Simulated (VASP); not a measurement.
# Rh (Fm-3m) in VASP: a series of runs

Rh is run at these levels: PBE; tasks: single point.

All numbers are computed with VASP 6.6.1; they aren't measurements. Logs are shortened: lines on timing, memory, paths and dates and some standing lists are left out, and cuts for length are marked.

## (1) The cell of the first run

The structure is cubic, space group Fm-3m (No. 225). Conventional cell: a = 3.832 Å, b = 3.832 Å, c = 3.832 Å, α = 90.00°, β = 90.00°, γ = 90.00°. Within 3.6 Å of Rh (site symmetry m-3m) lie 12 Rh at 2.71 Å.

## (2) Single point, PBE

INCAR

```
PREC = Accurate ; ENCUT = 520
EDIFF = 1E-6 ; ISMEAR = 0
SIGMA = 0.6 ; LREAL = False
LASPH = True ; NELM = 60
ALGO = Normal ; ISIF = 2
LWAVE = False ; LCHARG = False
GGA = PE ; NBANDS = 14
```

KPOINTS

```
regular mesh
0
Gamma
  14 14 14
```

POSCAR

```
Rh
1.0
    0.0000000000      1.9160595532      1.9160595532
    1.9160595532      0.0000000000      1.9160595532
    1.9160595532      1.9160595532      0.0000000000
Rh
1
Direct
    0.0000000000      0.0000000000      0.0000000000
```

Potentials or basis: VASP PAW PBE potentials, release 64 (Rh_pv).

Started as:

```sh
cat potpaw_PBE.64/Rh_pv/POTCAR > POTCAR
mpirun -np 1 vasp_std > vasp.out
```

OUTCAR:

```text
PREC = Accurate
   ENCUT = 520
   EDIFF = 1E-6
   ISMEAR = 0
   LREAL = False
   LASPH = True
   NELM = 60
   ISIF = 2
   GGA = PE

 ion  position               nearest neighbor table
   1  0.000  0.000  0.000-

  LATTYP: Found a face centered cubic cell.
 ALAT       =     3.8321191064

  Lattice vectors:

 A1 = (   0.0000000000,   1.9160595532,   1.9160595532)
 A2 = (   1.9160595532,   0.0000000000,   1.9160595532)
 A3 = (   1.9160595532,   1.9160595532,   0.0000000000)

Analysis of symmetry for initial positions (statically):
=====================================================================
 Subroutine PRICEL returns:
 Original cell was already a primitive cell.

 Routine SETGRP: Setting up the symmetry group for a
 face centered cubic supercell.

 Subroutine GETGRP returns: Found 48 space group operations
 (whereof 48 operations were pure point group operations)
 out of a pool of 48 trial point group operations.

The static configuration has the point symmetry O_h .

Analysis of symmetry for dynamics (positions and initial velocities):
=====================================================================
 Subroutine PRICEL returns:
 Original cell was already a primitive cell.

 Routine SETGRP: Setting up the symmetry group for a
 face centered cubic supercell.

 Subroutine GETGRP returns: Found 48 space group operations
 (whereof 48 operations were pure point group operations)
 out of a pool of 48 trial point group operations.

The dynamic configuration has the point symmetry O_h .

 Subroutine INISYM returns: Found 48 space group operations
 (whereof 48 operations are pure point group operations),
 and found     1 'primitive' translations

----------------------------------------------------------------------------------------

                                     Primitive cell

  volume of cell :      14.0688

  direct lattice vectors                    reciprocal lattice vectors
     0.000000000  1.916059553  1.916059553    -0.260952223  0.260952223  0.260952223
     1.916059553  0.000000000  1.916059553     0.260952223 -0.260952223  0.260952223
     1.916059553  1.916059553  0.000000000     0.260952223  0.260952223 -0.260952223

  length of vectors
     2.709717406  2.709717406  2.709717406     0.451982509  0.451982509  0.451982509

  position of ions in fractional coordinates (direct lattice)
     0.000000000  0.000000000  0.000000000

  ion indices of the primitive-cell ions
   primitive index   ion index
                 1           1

----------------------------------------------------------------------------------------

 KPOINTS: regular mesh

Automatic generation of k-mesh.
 Grid dimensions read from file:
 generate k-points for:   14   14   14

 Generating k-lattice:

  Cartesian coordinates                     Fractional coordinates (reciprocal lattice)
    -0.018639445  0.018639445  0.018639445     0.071428571  0.000000000  0.000000000
     0.018639445 -0.018639445  0.018639445     0.000000000  0.071428571  0.000000000
     0.018639445  0.018639445 -0.018639445     0.000000000  0.000000000  0.071428571

  Length of vectors
     0.032284465  0.032284465  0.032284465

  Shift w.r.t. Gamma in fractional coordinates (k-lattice)
     0.000000000  0.000000000  0.000000000

 Subroutine IBZKPT returns following result:
 ===========================================

 Found    104 irreducible k-points:

 Following reciprocal coordinates:
            Coordinates               Weight
  0.000000  0.000000  0.000000      1.000000
  0.071429  0.000000  0.000000      8.000000
  0.142857  0.000000  0.000000      8.000000
  0.214286  0.000000  0.000000      8.000000
  0.285714  0.000000  0.000000      8.000000
  0.357143  0.000000  0.000000      8.000000
[... 16 lines left out ...]
  0.214286  0.142857  0.000000     24.000000
  0.285714  0.142857  0.000000     24.000000
 [... further k-points ...]
   k-points           NKPTS =    104   k-points in BZ     NKDIM =    104   number of bands    NBANDS=     14
   number of dos      NEDOS =    301   number of ions     NIONS =      1
   total plane-waves  NPLWV =   8000
   dimension x,y,z NGX =    20 NGY =   20 NGZ =   20
   dimension x,y,z NGXF=    40 NGYF=   40 NGZF=   40
   ions per type =               1
   NGX,Y,Z   is equivalent  to a cutoff of  12.27, 12.27, 12.27 a.u.
   NGXF,Y,Z  is equivalent  to a cutoff of  24.54, 24.54, 24.54 a.u.
 SYSTEM =  unknown system
   PREC   = accura    normal or accurate (medium, high low for compatibility)
   ISTART =      0    job   : 0-new  1-cont  2-samecut
   ICHARG =      2    charge: 1-file 2-atom 10-const
   ISPIN  =      1    spin polarized calculation?
   LNONCOLLINEAR =      F non collinear calculations
   LSORBIT =      F    spin-orbit coupling
   LASPH  =      T    aspherical Exc in radial PAW
   ENCUT  =  520.0 eV  38.22 Ry    6.18 a.u.   5.04  5.04  5.04*2*pi/ulx,y,z
   NELM   =     60;   NELMIN=  2; NELMDL= -5     # of ELM steps
   EDIFF  = 0.1E-05   stopping-criterion for ELM
   LREAL  =      F    real-space projection
   EDIFFG = 0.1E-04   stopping-criterion for IOM
   NSW    =      0    number of steps for IOM
   IBRION =     -1    ionic relax: 0-MD 1-quasi-New 2-CG
   NFREE  =      0    steps in history (QN), initial steepest desc. (CG)
   ISIF   =      2    stress and relaxation
   ISYM   =      2    0-nonsym 1-usesym 2-fastsym
   POTIM  = 0.5000    time-step for ionic-motion
   TEBEG  =    0.0;   TEEND  =   0.0 temperature during run
   PSTRESS=    0.0 pullay stress
   NELECT =      15.0000    total number of electrons
   NUPDOWN=      -1.0000    fix difference up-down
   EMIN   =  10.00;   EMAX   =-10.00  energy-range for DOS
   EFERMI =   0.00;   METHOD = LEGACY
   ISMEAR =     0;   SIGMA  =   0.60  broadening in eV -4-tet -1-fermi 0-gaus
   EFERMI_NEDOS =   21; number of points for ismear=-14 and -15
   IALGO  =     38    algorithm
   IMIX   =      4    mixing-type and parameters
     AMIX     =   0.40;   BMIX     =  1.00
     AMIX_MAG =   1.60;   BMIX_MAG =  1.00
  volume/ion in A,a.u.               =      14.07        94.94
  Fermi-wavevector in a.u.,A,eV,Ry     =   1.672449  3.160471 38.056666  2.797086
  Thomas-Fermi vector in A             =   2.757594
   LORBIT       =      0    0 simple, 1 ext, 2 COOP (PROOUT), +10 PAW based schemes
   GGA     = PE    functional components
   LHFCALC =     F    Hartree Fock is set to
   AEXX    =    0.0000 exact exchange contribution
   IVDW    =     0    specifies the selected vdW correction
   LEPSILON=     F    determine dielectric tensor
   LRPA    =     F    only Hartree local field effects (RPA)
 non-spin polarized calculation
 Gauss-broadening in eV      SIGMA  =   0.60
  energy-cutoff  :      520.00
  volume of cell :       14.07
 maximum number of plane-waves:       392
   NGX =  9   NGY =  9   NGZ =  9

 number of electron      15.0000003 magnetization

 Free energy of the ion-electron system (eV)
  ---------------------------------------------------
  ext. energy  EPLUGINS =         0.00000000
  ---------------------------------------------------
  free energy    TOTEN  =        -7.38616287 eV

  energy without entropy =       -7.12409725  energy(sigma->0) =       -7.25513006

 E-fermi :  11.4629     XC(G=0): -13.8809

 val. band max:       11.4517653699   @ k =   0.3571   0.0000   0.0000
 cond. band min:      11.4680698264   @ k =  -0.2857   0.3571   0.0714
 fundamental gap:      0.0163044565
 Fermi energy:        11.4628619846

 k-point     1 :       0.0000    0.0000    0.0000
  band No.  band energies     occupation
      1     -34.8258      2.00000
      2     -34.8258      2.00000
      3     -34.8258      2.00000
      4       3.6970      2.00000
      5       8.5353      2.00000
      6       8.5353      2.00000
      7       8.5353      2.00000
      8      10.5435      1.96976
      9      10.5435      1.96976
     10      27.4990      0.00000
     11      32.1326      0.00000
     12      32.8225      0.00000
     13      32.8225      0.00000
     14      32.8225      0.00000

 k-point     2 :       0.0714    0.0000    0.0000
  band No.  band energies     occupation
      1     -34.8604      2.00000
      2     -34.8305      2.00000
      3     -34.8305      2.00000
      4       3.8973      2.00000
      5       8.4492      2.00000
      6       8.6119      2.00000
      7       8.6119      2.00000
      8      10.5019      1.97649
      9      10.5019      1.97649
     10      27.7802      0.00000
     11      31.7423      0.00000
     12      32.1342      0.00000
     13      33.1099      0.00000
     14      33.1099      0.00000

 k-point     3 :       0.1429    0.0000    0.0000
  band No.  band energies     occupation
      1     -34.9567      2.00000
      2     -34.8436      2.00000
      3     -34.8436      2.00000
      4       4.4534      2.00000
      5       8.2641      2.00000
      6       8.7895      2.00000
      7       8.7895      2.00000
      8      10.4402      1.98407
      9      10.4402      1.98407
     10      28.4429      0.00000
     11      29.7592      0.00000
     12      32.1327      0.00000
     13      33.9227      0.00000
     14      33.9227      0.00000
[... 324 lines left out ...]
 k-point    23 :       0.2143    0.1429    0.0000
  band No.  band energies     occupation
      1     -35.0419      2.00000
      2     -34.8967      2.00000
      3     -34.8911      2.00000
      4       5.2884      2.00000
      5       7.6379      2.00000
      6       9.1771      2.00000
      7       9.3168      2.00000
      8       9.9112      1.99975
      9      10.9461      1.77676
     10      29.3192      0.00000
     11      29.7485      0.00000
     12      32.1316      0.00000
     13      32.2122      0.00000
     14      32.8023      0.00000

 k-point    24 :       0.2857    0.1429    0.0000
  band No.  band energies     occupation
      1     -35.1649      2.00000
      2     -34.9202      2.00000
      3     -34.9128      2.00000
      4       5.9249      2.00000
      5       7.5563      2.00000
      6       8.8701      2.00000
      7       9.4112      2.00000
      8      10.6226      1.95235
      9      11.2451      1.39226
     10      27.2690      0.00000
     11      29.7690      0.00000
     12      31.8687      0.00000
     13      32.1300      0.00000
     14      33.2008      0.00000

 [... further k-points ...]
[... 5 lines left out ...]
  --------------------------------------------------------------------------------------
  -------------------------------------------------------------------------------------
  Total        0.1917348      0.1917348      0.1917348     -0.0000000      0.0000000     -0.0000000
  in kB       21.8350648     21.8350648     21.8350648     -0.0000000      0.0000000     -0.0000000
  external PRESSURE =      21.8350648 kB  Pullay stress =       0.0000000 kB

 VOLUME and BASIS-vectors are now :
 -----------------------------------------------------------------------------
  energy-cutoff  :      520.00
  volume of cell :       14.07
      direct lattice vectors                 reciprocal lattice vectors
     0.000000000  1.916059553  1.916059553    -0.260952223  0.260952223  0.260952223
     1.916059553  0.000000000  1.916059553     0.260952223 -0.260952223  0.260952223
     1.916059553  1.916059553  0.000000000     0.260952223  0.260952223 -0.260952223

 POSITION                                       TOTAL-FORCE (eV/Angst)
 -----------------------------------------------------------------------------------
      0.00000      0.00000      0.00000         0.000000      0.000000      0.000000
 -----------------------------------------------------------------------------------
    total drift:                                0.000000     -0.000000      0.000000

  FREE ENERGIE OF THE ION-ELECTRON SYSTEM (eV)
  ---------------------------------------------------
  free  energy   TOTEN  =        -7.3861628690 eV

  energy  without entropy=       -7.1240972499  energy(sigma->0) =       -7.25513006
```

Run time: 28 s. Hardware: 1 thread of Intel Xeon 8259CL, shared host; peak memory 0.14 GiB.

Results:

```
Free energy : -7.3862 eV
Pressure    : 2.2 GPa
```

Levels at points of the mesh, in eV from the Fermi level:
```csv
k point,band 3,band 4,band 5,band 6,band 7,band 8,band 9,band 10,band 11,band 12
"(0.00, 0.00, 0.00)",-46.29,-7.77,-2.93,-2.93,-2.93,-0.92,-0.92,16.04,20.67,21.36
"(0.50, 0.00, 0.00)",-46.38,-5.89,-3.00,-3.00,0.59,0.59,0.78,8.45,15.53,20.67
"(0.50, 0.50, 0.00)",-46.54,-6.07,-5.70,0.56,0.99,0.99,3.26,12.02,13.21,13.21
```

## (3) Single point, PBE

INCAR

```
SYSTEM = Rh
ALGO = Normal
EDIFF = 1E-6
ENCUT = 520
GGA = PE
ISIF = 2
ISMEAR = 0
LASPH = .TRUE.
LCHARG = .FALSE.
LREAL = .FALSE.
LWAVE = .FALSE.
NBANDS = 14
NELM = 60
PREC = Accurate
SIGMA = 1.0
```

KPOINTS

```
k-points
0
G
  14 14 14
  0 0 0
```

POSCAR is that of step 2.

Potentials or basis: VASP PAW PBE potentials, release 64 (Rh_pv).

Started as:

```sh
cat potpaw_PBE.64/Rh_pv/POTCAR > POTCAR
mpirun -np 1 vasp_std > vasp.out
```

OUTCAR:

```text
SYSTEM = Rh
   EDIFF = 1E-6
   ENCUT = 520
   GGA = PE
   ISIF = 2
   ISMEAR = 0
   LASPH = .TRUE.
   LREAL = .FALSE.
   NELM = 60
   PREC = Accurate

 ion  position               nearest neighbor table
   1  0.000  0.000  0.000-

  LATTYP: Found a face centered cubic cell.
 ALAT       =     3.8321191064

  Lattice vectors:

 A1 = (   0.0000000000,   1.9160595532,   1.9160595532)
 A2 = (   1.9160595532,   0.0000000000,   1.9160595532)
 A3 = (   1.9160595532,   1.9160595532,   0.0000000000)

Analysis of symmetry for initial positions (statically):
=====================================================================
 Subroutine PRICEL returns:
 Original cell was already a primitive cell.

 Routine SETGRP: Setting up the symmetry group for a
 face centered cubic supercell.

 Subroutine GETGRP returns: Found 48 space group operations
 (whereof 48 operations were pure point group operations)
 out of a pool of 48 trial point group operations.

The static configuration has the point symmetry O_h .

Analysis of symmetry for dynamics (positions and initial velocities):
=====================================================================
[... 161 lines left out ...]
 Fermi energy:        11.4816251917

 k-point     1 :       0.0000    0.0000    0.0000
  band No.  band energies     occupation
      1     -34.7928      2.00000
      2     -34.7928      2.00000
      3     -34.7928      2.00000
      4       3.6979      2.00000
      5       8.5576      1.99996
      6       8.5576      1.99996
      7       8.5576      1.99996
      8      10.5619      1.80662
      9      10.5619      1.80662
     10      27.5036      0.00000
     11      32.1846      0.00000
     12      32.8174      0.00000
     13      32.8174      0.00000
     14      32.8174      0.00000
[... 377 lines left out ...]
      1     -35.1325      2.00000
      2     -34.8873      2.00000
      3     -34.8799      2.00000
      4       5.9292      2.00000
      5       7.5746      2.00000
      6       8.8881      1.99976
      7       9.4326      1.99624
      8      10.6420      1.76493
      9      11.2657      1.23990
     10      27.2710      0.00000
     11      29.7745      0.00000
     12      31.8728      0.00000
     13      32.1820      0.00000
     14      33.2041      0.00000

 [... further k-points ...]
[... 5 lines left out ...]
  --------------------------------------------------------------------------------------
  -------------------------------------------------------------------------------------
  Total        0.5244109      0.5244109      0.5244109      0.0000000     -0.0000000      0.0000000
  in kB       59.7207591     59.7207591     59.7207591      0.0000000     -0.0000000      0.0000000
  external PRESSURE =      59.7207591 kB  Pullay stress =       0.0000000 kB

 VOLUME and BASIS-vectors are now :
 -----------------------------------------------------------------------------
  energy-cutoff  :      520.00
  volume of cell :       14.07
      direct lattice vectors                 reciprocal lattice vectors
     0.000000000  1.916059553  1.916059553    -0.260952223  0.260952223  0.260952223
     1.916059553  0.000000000  1.916059553     0.260952223 -0.260952223  0.260952223
     1.916059553  1.916059553  0.000000000     0.260952223  0.260952223 -0.260952223

 POSITION                                       TOTAL-FORCE (eV/Angst)
 -----------------------------------------------------------------------------------
      0.00000      0.00000      0.00000         0.000000      0.000000      0.000000
 -----------------------------------------------------------------------------------
    total drift:                               -0.000000      0.000000      0.000000

  FREE ENERGIE OF THE ION-ELECTRON SYSTEM (eV)
  ---------------------------------------------------
  free  energy   TOTEN  =        -7.6116222145 eV

  energy  without entropy=       -6.9315357622  energy(sigma->0) =       -7.27157899
```

OSZICAR:

```text
N       E                     dE             d eps       ncg     rms          rms(c)
DAV:   1     0.121495017275E+03    0.12150E+03   -0.87302E+03  2926   0.115E+03
DAV:   2    -0.650995486893E+01   -0.12800E+03   -0.12234E+03  3194   0.344E+02
DAV:   3    -0.807360419994E+01   -0.15636E+01   -0.15611E+01  3572   0.417E+01
DAV:   4    -0.807952754777E+01   -0.59233E-02   -0.59232E-02  3296   0.263E+00
DAV:   5    -0.807957994147E+01   -0.52394E-04   -0.52392E-04  3494   0.218E-01    0.999E+00
DAV:   6    -0.762875774702E+01    0.45082E+00   -0.77576E-01  3074   0.121E+01    0.380E+00
DAV:   7    -0.761488968841E+01    0.13868E-01   -0.15109E-02  3350   0.141E+00    0.186E+00
DAV:   8    -0.761170684605E+01    0.31828E-02   -0.29053E-03  3122   0.722E-01    0.167E-01
DAV:   9    -0.761162129004E+01    0.85556E-04   -0.74558E-05  3110   0.119E-01    0.108E-02
DAV:  10    -0.761162221450E+01   -0.92447E-06   -0.30093E-06  3288   0.209E-02
   1 F= -.76116222E+01 E0= -.72715790E+01  d E =-.680086E+00
```

stdout:

```text
POSCAR found type information on POSCAR Rh
 POSCAR found :  1 types and       1 ions
 scaLAPACK will be used
 LDA part: xc-table for (Slater+PW92), standard interpolation
 POSCAR, INCAR and KPOINTS ok, starting setup
 FFT: planning ... GRIDC
 FFT: planning ... GRID_SOFT
 FFT: planning ... GRID
 WAVECAR not read
 entering main loop
```

It took 25 s on 1 thread of Intel Xeon 8259CL, shared host; peak memory 0.13 GiB.

Results:

* Free energy: -7.6116 eV
* Pressure: 6.0 GPa
